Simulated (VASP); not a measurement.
Input of a VASP 6.6.1 run:

The input INCAR:

```
  PREC = Accurate
  ENCUT = 500
  EDIFF = 1E-6
  ISMEAR = 0
  SIGMA = 0.1
  LREAL = False
  LASPH = True
  NELM = 200
  ALGO = Normal
  ISIF = 2
  LWAVE = False
  LCHARG = False
  GGA = PE
  NBANDS = 32
  GGA_COMPAT = False
  LMAXMIX = 6
```

Contents of KPOINTS:

```
Automatic mesh
0
Gamma
  4 4 4
```

The input POSCAR:

```
Pr3Mo
1.0
    5.0772267100      0.0000000000      0.0000000000
    0.0000000000      5.0772267100      0.0000000000
    0.0000000000      0.0000000000      5.0772267100
Pr Mo
3 1
Direct
    0.0000000000      0.5000000000      0.5000000000
    0.5000000000      0.0000000000      0.5000000000
    0.5000000000      0.5000000000      0.0000000000
    0.0000000000      0.0000000000      0.0000000000
```

Potentials or basis: VASP PAW PBE potentials, release 64 (Pr_3, Mo_sv), 4f in core.

Launch:

```console
$ cat potpaw_PBE.64/Pr_3/POTCAR potpaw_PBE.64/Mo_sv/POTCAR > POTCAR
$ mpirun -np 1 vasp_std > vasp.out
```

Question: Predict the band gap on the k mesh.

Answer: Zero (an odd number of electrons rules out a gap without spin polarisation).

Question: Estimate the pressure.

Answer: -5.2 GPa.

Caveat: the cell stands under tension; spin-orbit coupling is left out, which moves the levels of the heavy elements; the 4f electrons are frozen in the core, so they carry no moment and show no levels. Spin polarisation is off, so any magnetic state and its effect on volume and gap are missing.
